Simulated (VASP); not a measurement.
Input of a VASP 6.6.1 run:

INCAR

```
SYSTEM = H3C8F
PREC = Accurate ; ENCUT = 520
EDIFF = 1E-6 ; ISMEAR = -1
SIGMA = 0.02 ; LREAL = Auto
LASPH = .TRUE. ; NELM = 80
ALGO = Normal ; ISIF = 2
LWAVE = .FALSE. ; LCHARG = .TRUE.
GGA = PE ; LELF = .TRUE.
LVHAR = .TRUE. ; NBANDS = 60
```

KPOINTS

```
Automatic mesh
0
G
  2 2 1
  0 0 0
```

Contents of POSCAR:

```
H3C8F
1.0
    5.0487420000      0.0000000000      0.0000000000
    2.5243710000      4.3723390000      0.0000000000
    0.0000000000      0.0000000000     15.7764260000
H C F
6 16 2
Direct
    0.1666721879      0.1666613682      0.0633857123
    0.6666779319      0.1666613682      0.0633857123
    0.1666715721      0.6666683439      0.0633857123
    0.6666575092      0.6666683439      0.0633857123
   -0.0244857136      0.4874965093      0.3696337814
    0.5433289696      0.4463972258      0.3623824560
    0.1666721879      0.1666613682      0.1331099959
    0.6666779319      0.1666613682      0.1331099959
    0.1666715721      0.6666683439      0.1331099959
    0.6666575092      0.6666683439      0.1331099959
   -0.1666613682      0.3333227364      0.1657726535
    0.3333443758      0.3333227364      0.1657726535
   -0.1666619840      0.8333297121      0.1657726535
    0.3333437600      0.8333297121      0.1657726535
   -0.1306985296      0.2788667576      0.2629175962
    0.3580591146      0.2872604343      0.2668221560
   -0.1446940894      0.8031399212      0.2631774776
    0.3451991052      0.7876333468      0.2709929359
    0.0219025813     -0.0389722755      0.2945787595
    0.5176075142     -0.0522374866      0.2993897350
    0.0247442931      0.4712351901      0.2947182080
    0.5530583755      0.4185402824      0.2978748165
   -0.0203022742      0.9683604130      0.3801241168
    0.5339895782      0.9356090642      0.3907031922
```

Potentials or basis: VASP PAW PBE potentials, release 64 (H, C, F).

Run with:

```bash
$ cat potpaw_PBE.64/H/POTCAR potpaw_PBE.64/C/POTCAR potpaw_PBE.64/F/POTCAR > POTCAR
$ mpirun -np 1 vasp_std > vasp.out
```

Task: Predict the largest force.

Result: 5.258 eV/Å.

Task: Estimate the band gap on the k mesh.

Result: 3.34 eV, direct.

Forces in eV/Å, atoms in the order of the input:
```
H    0.039 -0.144 -0.227
H   -0.001 -0.095 -0.216
H   -0.005 -0.140 -0.189
H   -0.020 -0.124 -0.156
H    1.102 -0.297 -2.201
H    0.015 -0.304  2.862
C    0.039  0.050  1.040
C   -0.057  0.064  0.889
C    0.092  0.022  1.379
C   -0.059  0.039  1.724
C    0.194 -1.834 -1.123
C    0.121 -1.752 -0.405
C   -0.083 -0.706 -1.147
C   -0.210 -1.143 -0.024
C    0.592  4.113 -0.423
C    0.022  0.738  0.280
C   -2.039 -0.829 -0.235
C    3.258 -1.300 -2.275
C   -0.832 -0.920 -0.483
C    0.825  0.834 -0.732
C   -1.649 -1.262  2.454
C   -1.880  4.296 -2.380
F    1.124  0.284  2.387
F   -0.590  0.411 -0.800
```

Caveat: the k points lie up to 0.72 Å⁻¹ apart.
